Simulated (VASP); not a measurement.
Mn:

```
Mn
1.0
     2.55179    0.00000    0.00000
    -1.27589    2.20991    0.00000
     0.00000    0.00000    8.33414
Mn
4
Direct
  0.00000 0.00000 0.00000
  0.00000 0.00000 0.50000
  0.33333 0.66667 0.25000
  0.66667 0.33333 0.75000
```

| Property | Result |
| --- | --- |
| Program | VASP 6.6.1 |
| Task | relaxation of cell and atoms |
| Functional | BLYP |
| Potentials or basis | VASP PAW PBE potentials, release 64 (Mn_pv) |
| Cutoff | 600 eV |
| k mesh | 14 × 14 × 4 |
| Occupations | fermi-dirac, width 0.1 eV |
| Spin | no spin polarisation |

At the start: pressure -12.3 GPa; volume 11.75 Å³/atom.

**Question.** How do energy, volume and symmetry change on relaxing?

**Answer.** Over 9 steps the energy falls by 27.2 meV/atom and the volume is 11.11 Å³/atom (-5.4 %); space group P6_3/mmc (No. 194, to 0.05 Å).

Step by step:
```tsv
step	energy change (eV)	largest force (eV/Å)	pressure (GPa)	volume (Å³)
1	0.0000	0.0000	-12.33	47.00
2	0.1170	0.0000	23.32	41.11
3	-0.1065	0.0000	-0.13	44.47
4	-0.1066	0.0000	0.12	44.42
5	-0.1065	0.0000	0.41	44.36
6	-0.1088	0.0000	0.31	44.38
7	-0.1088	0.0000	0.31	44.38
8	-0.1088	0.0000	-0.39	44.51
9	-0.1089	0.0000	-0.03	44.45
```

Final structure:
```xyz
4
Lattice="2.5172 0.0000 0.0000 -1.2586 2.1800 0.0000 0.0000 0.0000 8.0996" Properties=species:S:1:pos:R:3 pbc="T T T"
Mn    0.0000    0.0000    0.0000
Mn    0.0000    0.0000    4.0498
Mn    0.0000    1.4533    2.0249
Mn    1.2586    0.7266    6.0747
```

Caveat: the PAW data sets were made with another functional, which shifts forces and pressure a little; the run has no spin polarisation, though such a crystal can be magnetic.
